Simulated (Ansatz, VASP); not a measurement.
# Two plane-wave programs on Ge

```
CELL_PARAMETERS angstrom
1.84447 -3.67635 0.00000
1.84447 3.67635 0.00000
0.00000 0.00000 6.39139
ATOMIC_POSITIONS crystal
Ge 0.15236 0.84764 0.40622
Ge 0.34764 0.65236 0.90622
Ge 0.84764 0.15236 0.59378
Ge 0.65236 0.34764 0.09378
```

Alike in both runs: functional PBE; k mesh 14 × 14 × 8; occupations gaussian, width 0.1 eV; no spin polarisation.

Ansatz relaxed the structure, and its values are those at the end. VASP's run is a single point on that final structure, the one shown.

|  | VASP | Ansatz |
| --- | --- | --- |
| version | VASP 6.6.1 | Ansatz 0.2.0 |
| potentials or method | VASP PAW PBE potentials, release 64 (Ge_d), cutoff 520 eV | scalar-relativistic, plane waves, PAW |
| valence electrons in the cell | 56 | 56 |

```csv
,VASP,Ansatz,Ansatz less VASP
gap on the k mesh at the Fermi level (eV),none,none,-
pressure (GPa),0.0,0.0,0.00
```

A gap of «none» marks a metal or a gap that the smearing closes. With one functional, cell and mesh, what is left measures potentials, basis and numerics.
